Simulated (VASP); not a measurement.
# Sb in VASP: notebook, part 2 of 2

VASP 6.6.1. Earlier steps stand in the parts before.

## (4) Single point, PBE+D3(BJ) (biaxial strain +0.040, then relaxed in part)

Contents of INCAR:

```
SYSTEM = Sb
ALGO     = Normal         ! electronic algorithm
DIPOL    = 0.5 0.5 0.500
EDIFF    = 1E-7           ! SCF threshold, eV
ENCUT    = 520            ! plane-wave cutoff, eV
GGA      = PE             ! functional
IDIPOL   = 3            
ISIF     = 2              ! what is computed and relaxed
ISMEAR   = 0              ! smearing method
IVDW     = 12             ! dispersion correction
LASPH    = .TRUE.         ! aspherical terms in the spheres
LCHARG   = .FALSE.        ! write CHGCAR
LDIPOL   = .TRUE.       
LREAL    = .FALSE.        ! projectors in reciprocal space
LWAVE    = .FALSE.        ! write WAVECAR
NBANDS   = 12             ! bands
NELM     = 80             ! most SCF steps
PREC     = Accurate       ! precision mode
SIGMA    = 0.02           ! smearing width, eV
```

Contents of KPOINTS:

```
k-points
0
G
  9 9 1
  0 0 0
```

Contents of POSCAR:

```
Sb
1.0
    4.2314325874      0.0000000000      0.0000000000
   -2.1157162937      3.6645281151      0.0000000000
    0.0000000000      0.0000000000     28.0000000000
Sb
2
Direct
    0.3333333333      0.6666666667      0.5284381538
    0.6666666667      0.3333333333      0.4715618462
```

Potentials or basis: VASP PAW PBE potentials, release 64 (Sb).

On the command line:

```console
cat potpaw_PBE.64/Sb/POTCAR > POTCAR
mpirun -np 1 vasp_std > vasp.out
```

OUTCAR:

```text
SYSTEM = Sb
   EDIFF = 1E-7
   ENCUT = 520
   GGA = PE
   ISIF = 2
   ISMEAR = 0
   IVDW = 12
   LASPH = .TRUE.
   LREAL = .FALSE.
   NELM = 80
   PREC = Accurate
 IVDW          = 12

 ion  position               nearest neighbor table
   1  0.333  0.667  0.528-   2 2.92   2 2.92   2 2.92
   2  0.667  0.333  0.472-   1 2.92   1 2.92   1 2.92

  LATTYP: Found a hexagonal cell.
 ALAT       =     4.2314325874
 C/A-ratio  =     6.6171442937

  Lattice vectors:

 A1 = (   4.2314325874,   0.0000000000,   0.0000000000)
 A2 = (  -2.1157162937,   3.6645281151,   0.0000000000)
 A3 = (   0.0000000000,   0.0000000000,  28.0000000000)

Analysis of symmetry for initial positions (statically):
=====================================================================
 Subroutine PRICEL returns:
 Original cell was already a primitive cell.

 Routine SETGRP: Setting up the symmetry group for a
 hexagonal supercell.

 Subroutine GETGRP returns: Found 12 space group operations
 (whereof 12 operations were pure point group operations)
 out of a pool of 24 trial point group operations.

The static configuration has the point symmetry D_3d.

Analysis of symmetry for dynamics (positions and initial velocities):
=====================================================================
 Subroutine PRICEL returns:
 Original cell was already a primitive cell.

 Routine SETGRP: Setting up the symmetry group for a
 hexagonal supercell.

 Subroutine GETGRP returns: Found 12 space group operations
 (whereof 12 operations were pure point group operations)
 out of a pool of 24 trial point group operations.

The dynamic configuration has the point symmetry D_3d.

 Subroutine INISYM returns: Found 12 space group operations
 (whereof 12 operations are pure point group operations),
 and found     1 'primitive' translations

----------------------------------------------------------------------------------------

                                     Primitive cell

  volume of cell :     434.1737

[... 115 lines left out ...]

 number of electron      10.0000000 magnetization

 dipolmoment           0.000000      0.000000     -0.000000 electrons x Angstroem

 Free energy of the ion-electron system (eV)
  ---------------------------------------------------
  ext. energy  EPLUGINS =         0.00000000
  ---------------------------------------------------
  free energy    TOTEN  =        -8.07983581 eV

  energy without entropy =       -8.07983581  energy(sigma->0) =       -8.07983581

 E-fermi :  -3.4635     XC(G=0):  -1.8713

 val. band max:       -3.5705372511   @ k =   0.0000   0.0000   0.0000
 cond. band min:      -2.1676072399   @ k =   0.0000   0.0000   0.0000
 fundamental gap:      1.4029300112
 Fermi energy:        -3.4634536660

 k-point     1 :       0.0000    0.0000    0.0000
  band No.  band energies     occupation
      1     -14.3488      2.00000
      2      -9.4458      2.00000
      3      -3.6377      2.00000
      4      -3.5705      2.00000
      5      -3.5705      2.00000
      6      -2.1676      0.00000
      7      -0.7313      0.00000
      8      -0.7313      0.00000
      9       1.0832      0.00000
     10       1.3100      0.00000
     11       1.7363      0.00000
     12       2.0248      0.00000
[... 151 lines left out ...]
 k-point    12 :       0.3333    0.3333    0.0000
  band No.  band energies     occupation
      1     -11.7714      2.00000
      2     -11.7714      2.00000
      3      -6.6929      2.00000
      4      -4.9641      2.00000
      5      -4.9641      2.00000
      6      -1.5766      0.00000
      7       0.2794      0.00000
      8       0.2794      0.00000
      9       3.2727      0.00000
     10       3.6146      0.00000
     11       3.6146      0.00000
     12       4.1493      0.00000

------------------------ aborting loop because EDIFF is reached ----------------------------------------

 vacuum level on the upper side and lower side of the slab       (xc-potential included)        -0.007        -0.007

 Edisp (eV)   -0.43574

 E8    (eV) :    -0.2169

  FORCE on cell =-STRESS in cart. coord.  units (eV):
  Direction    XX          YY          ZZ          XY          YZ          ZX
  --------------------------------------------------------------------------------------
  -------------------------------------------------------------------------------------
  Total      -1.31701    -1.31701     0.12124     0.00000     0.00000     0.00000
  in kB      -4.85999    -4.85999     0.44739     0.00000     0.00000     0.00000
  external pressure =       -3.09 kB  Pullay stress =        0.00 kB

 VOLUME and BASIS-vectors are now :
 -----------------------------------------------------------------------------
  energy-cutoff  :      520.00
  volume of cell :      434.17
      direct lattice vectors                 reciprocal lattice vectors
     4.231432587  0.000000000  0.000000000     0.236326582  0.136443216  0.000000000
    -2.115716294  3.664528115  0.000000000     0.000000000  0.272886431  0.000000000
     0.000000000  0.000000000 28.000000000     0.000000000  0.000000000  0.035714286

 POSITION                                       TOTAL-FORCE (eV/Angst)
 -----------------------------------------------------------------------------------
     -0.00000      2.44302     14.79627         0.000000      0.000000      0.078090
      2.11572      1.22151     13.20373        -0.000000      0.000000     -0.078090
 -----------------------------------------------------------------------------------
    total drift:                               -0.000000      0.000000     -0.000000

  FREE ENERGIE OF THE ION-ELECTRON SYSTEM (eV)
  ---------------------------------------------------
  free  energy   TOTEN  =        -8.5155743295 eV

  energy  without entropy=       -8.5155743295  energy(sigma->0) =       -8.51557433

 vacuum level on the upper side and lower side of the slab         1.589         1.589
```

Run time: 66 s. Hardware: 1 thread of Intel Xeon Platinum 8375C at 2.90GHz (Ice Lake), shared host; peak memory 0.5 GiB.

Results:

```yaml
Free_energy: -8.5156 eV
Largest_force: 0.078 eV/Å
Band_gap_on_the_k_mesh: 1.40 eV, direct
Dispersion_energy_per_atom: -0.218 eV
```

Forces in eV/Å, atoms in the order of the input:
```
Sb   0.000  0.000  0.078
Sb   0.000  0.000 -0.078
```

Levels at points of the mesh, in eV from the valence-band top:
```csv
k point,band 3,band 4,band 5,band 6,band 7,band 8
"(0.00, 0.00, 0.00)",-0.07,0.00,0.00,1.40,2.84,2.84
```

Caveat: the cell differs from its parent crystal (biaxial strain +0.040, then relaxed in part); spin-orbit coupling is left out, which moves the levels of the heavy elements.

## (5) Single point, r2SCAN

This run uses another cell than the first one, of 200.71 Å³/atom, 1.085 times its volume.

Contents of POSCAR:

```
Sb
1.0
    4.0686851802      0.0000000000      0.0000000000
   -2.0343425901      3.5235847261      0.0000000000
    0.0000000000      0.0000000000     28.0000000000
Sb
2
Direct
    0.3333333333      0.6666666667      0.5294645393
    0.6666666667      0.3333333333      0.4705354607
```

Contents of INCAR.step1:

```
PREC = Accurate
ENCUT = 520
ISMEAR = 0
SIGMA = 0.02
LREAL = F
LASPH = T
NELM = 100
LDIPOL = T
IDIPOL = 3
DIPOL = 0.5 0.5 0.500
NBANDS = 12
GGA = PE
ALGO = Normal
EDIFF = 1E-4
LWAVE = T
LCHARG = F
```

Contents of INCAR.step2:

```
PREC = Accurate
ENCUT = 520
EDIFF = 1E-7
ISMEAR = 0
SIGMA = 0.02
LREAL = F
LASPH = T
NELM = 100
ALGO = Normal
ISIF = 2
LWAVE = F
LCHARG = T
LDIPOL = T
IDIPOL = 3
DIPOL = 0.5 0.5 0.500
METAGGA = R2SCAN
LMIXTAU = T
LELF = T
LVHAR = T
LVACPOTAV = T
NBANDS = 12
ISTART = 1
```

Contents of KPOINTS:

```
Automatic mesh
0
Gamma
  9 9 1
```

On the command line:

```console
cat potpaw_PBE.64/Sb/POTCAR > POTCAR
cp INCAR.step1 INCAR
mpirun -np 1 vasp_std > vasp.out
cp INCAR.step2 INCAR
mpirun -np 1 vasp_std > vasp.out
```

It took 4.6 min on 1 thread of Intel Xeon Platinum 8375C at 2.90GHz (Ice Lake), shared host; peak memory 0.49 GiB.

Results (log left out):

```
Free energy                            : -51.2241 eV
Largest force                          : 0.150 eV/Å
Band gap on the k mesh                 : 1.44 eV, indirect (least direct gap 2.05 eV)
Ionisation potential of the upper face : 4.97 eV
```

Forces on the atoms (eV/Å):
```
Sb   0.000  0.000 -0.150
Sb   0.000  0.000  0.150
```

Levels at points of the mesh, in eV from the valence-band top:
| k point | band 1 | band 2 | band 3 | band 4 | band 5 | band 6 | band 7 | band 8 | band 9 | band 10 |
| --- | --- | --- | --- | --- | --- | --- | --- | --- | --- | --- |
| (0.00, 0.00, 0.00) | -11.95 | -6.57 | -0.76 | 0.00 | 0.00 | 2.05 | 2.99 | 2.99 | 4.79 | 4.95 |

Caveat: the PAW data sets were made with another functional, which shifts forces and pressure a little; spin-orbit coupling is left out, which moves the levels of the heavy elements.

## (6) Overview

```csv
level,cell,gap on the mesh (eV),largest force (eV/Å)
PBE+D3(BJ),"a = 3.906, b = 3.906, c = 28.000 Å, angles 90.0, 90.0, 120.0°, 2 atoms",0.56,0.10
PBE+D3(BJ),"a = 3.987, b = 3.987, c = 28.000 Å, angles 90.0, 90.0, 120.0°, 2 atoms",0.95,0.10
PBE+D3(BJ),"a = 4.231, b = 4.231, c = 28.000 Å, angles 90.0, 90.0, 120.0°, 2 atoms",1.40,0.08
r2SCAN,"a = 4.069, b = 4.069, c = 28.000 Å, angles 90.0, 90.0, 120.0°, 2 atoms",1.44,0.15
```

Alike in all rows: task single point; potentials or basis VASP PAW PBE potentials, release 64 (Sb); no spin polarisation; k mesh 9 × 9 × 1; cutoff (eV) 520; smearing gaussian 0.02 eV.

Caveats: spin-orbit coupling is left out, which moves the levels of the heavy elements; the PAW data sets were made with another functional, which shifts forces and pressure a little (some runs).

Total energies depend on the potentials used, so only differences within one code and one set of settings carry meaning.
